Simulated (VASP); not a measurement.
Input of a VASP 6.6.1 run:

The input INCAR:

```
PREC = Accurate
ENCUT = 600
EDIFF = 1E-6
ISMEAR = 0
SIGMA = 0.1
LREAL = False
LASPH = True
NELM = 60
ALGO = Normal
ISIF = 3
LWAVE = False
LCHARG = False
GGA = PE
IBRION = 2
NSW = 100
EDIFFG = -0.01
```

The input KPOINTS:

```
regular mesh
0
Gamma
  22 22 22
```

POSCAR

```
Ga
1.0
    0.0000000000      2.1087685091      2.1087685091
    2.1087685091      0.0000000000      2.1087685091
    2.1087685091      2.1087685091      0.0000000000
Ga
1
Direct
    0.0000000000      0.0000000000      0.0000000000
```

Potentials or basis: VASP PAW PBE potentials, release 64 (Ga_d).

Command:

```sh
$ cat potpaw_PBE.64/Ga_d/POTCAR > POTCAR
$ mpirun -np 1 vasp_std > vasp.out
```

Estimate the relaxed cell.

a = 2.992 Å, b = 2.992 Å, c = 2.992 Å, α = 60.00°, β = 60.00°, γ = 60.00°.

Estimate the relaxed volume.

18.94 Å³/atom.

Final structure:
```yaml
crystal:
  lattice:
    - [0.00000, 2.11560, 2.11560]
    - [2.11560, 0.00000, 2.11560]
    - [2.11560, 2.11560, 0.00000]
  atoms:
    - { symbol: Ga, position: [0.00000, 0.00000, 0.00000] }
```
